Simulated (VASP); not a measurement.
# I: single point with PBE

The system is I.

```
I
1.0
     0.00000    2.56408    2.56408
     2.56408    0.00000    2.56408
     2.56408    2.56408    0.00000
I
1
Direct
  0.00000 0.00000 0.00000
```

```
Program             : VASP 6.6.1
Task                : single point
Functional          : PBE
Potentials or basis : VASP PAW PBE potentials, release 64 (I)
Cutoff              : 520 eV
k mesh              : 36 × 36 × 36
Occupations         : fermi-dirac, width 0.0612256 eV
Spin                : no spin polarisation
```

- Pressure: 1.0 GPa
- Band gap on the k mesh: zero (an odd number of electrons rules out a gap without spin polarisation)

Levels at points of the mesh, in eV from the Fermi level:
```csv
k point,band 1,band 2,band 3,band 4,band 5,band 6,band 7,band 8
"(0.00, 0.00, 0.00)",-13.66,1.07,1.07,1.07,7.40,9.64,9.64,9.64
"(0.50, 0.00, 0.00)",-12.10,-4.81,0.30,0.30,6.54,9.07,9.07,11.02
"(0.50, 0.50, 0.00)",-11.54,-4.32,-1.22,-1.22,4.66,5.44,16.85,16.94
```

It took 100 s on 1 thread of Intel(R) Xeon(R) 6975P-C (Granite Rapids), on a shared host, peak memory 0.48 GiB.

Caveat: spin-orbit coupling is left out, which moves the levels of the heavy elements; an odd number of electrons without spin polarisation forces a metal; a magnetic or distorted state may lie lower.
